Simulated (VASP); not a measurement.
Set up this calculation in VASP 6.6.1, as the native input.

| Item | Value |
| --- | --- |
| Task | single point |
| Functional | LDA |
| Potentials or basis | VASP PAW LDA potentials, release 64 (K_sv) |
| Cutoff | 520 eV |
| k mesh | 8 × 8 × 5 |
| Occupations | fermi-dirac, width 0.08 eV |
| Spin | no spin polarisation |
| Dipole correction | no |
| Further INCAR settings | ALGO = Normal; EDIFF = 1e-07; NBANDS = 16 |

The structure of K lies in POSCAR:

```
K
1.0
   -2.5241918140      2.5241918140      2.5241918140
    2.5241918140     -2.5241918140      2.5241918140
    5.0483836280      5.0483836280      0.0000000000
K
2
Direct
    0.0000000000      0.0000000000      0.0000000000
    0.5000000000      0.5000000000      0.5000000000
```

One way to write it, as run:

INCAR

```
PREC = Accurate ; ENCUT = 520
EDIFF = 1E-7 ; ISMEAR = -1
SIGMA = 0.08 ; LREAL = False
LASPH = True ; NELM = 60
ALGO = Normal ; ISIF = 2
LWAVE = False ; LCHARG = False
NBANDS = 16
```

KPOINTS

```
regular mesh
0
Gamma
  8 8 5
```

Potentials or basis: VASP PAW LDA potentials, release 64 (K_sv).

Command:

```console
$ cat potpaw_LDA.64/K_sv/POTCAR > POTCAR
$ mpirun -np 1 vasp_std > vasp.out
```

It gave:

| Property | Result |
| --- | --- |
| Pressure | 0.0 GPa |
| Band gap on the k mesh | zero (bands 9 and 10 overlap by 2.36 eV) |

It took 110 s on 1 thread of Intel Xeon 8259CL, on a shared host, peak memory 0.26 GiB.
